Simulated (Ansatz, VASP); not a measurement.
**Two plane-wave programs on B**

```
CELL_PARAMETERS angstrom
2.45895 1.41968 4.19350
-2.45895 1.41968 4.19350
0.00000 -2.83935 4.19350
ATOMIC_POSITIONS crystal
B 0.01019 0.65361 0.01019
B 0.01019 0.01019 0.65361
B 0.65361 0.01019 0.01019
B 0.98981 0.34639 0.98981
B 0.34639 0.98981 0.98981
B 0.98981 0.98981 0.34639
B 0.22118 0.63060 0.22118
B 0.22118 0.22118 0.63060
B 0.63060 0.22118 0.22118
B 0.77882 0.36940 0.77882
B 0.36940 0.77882 0.77882
B 0.77882 0.77882 0.36940
```

Alike in both runs: task electric field gradients; functional PBEsol; k mesh 7 × 7 × 7; occupations fermi-dirac, width 0.02 eV; no spin polarisation.

|  | VASP | Ansatz |
| --- | --- | --- |
| version | VASP 6.6.1 | Ansatz 0.2.0 |
| potentials or method | VASP PAW PBE potentials, release 64 (B) | plane-wave PAW, scalar-relativistic |
| plane-wave cutoff (eV) | 420 | 420 |
| valence electrons in the cell | 36 | 36 |

|  | VASP | Ansatz | Ansatz less VASP |
| --- | --- | --- | --- |
| gap on the k mesh at the Fermi level (eV) | 1.41 | 1.41 | +0.003 |
| rms of the force components (eV/Å) | 0.085 | 0.097 | +0.0124 |
| size of Vzz on the site where it differs most (V/Å²) | 16.7 | 14.6 | -2.18 |

VASP's potentials were made for PBE, not for PBEsol, and Ansatz warns of the same on its side. Atom by atom the forces differ by 0.015 eV/Å (rms over components). The functional is the same, so the differences come from potentials, cutoffs and numerics.
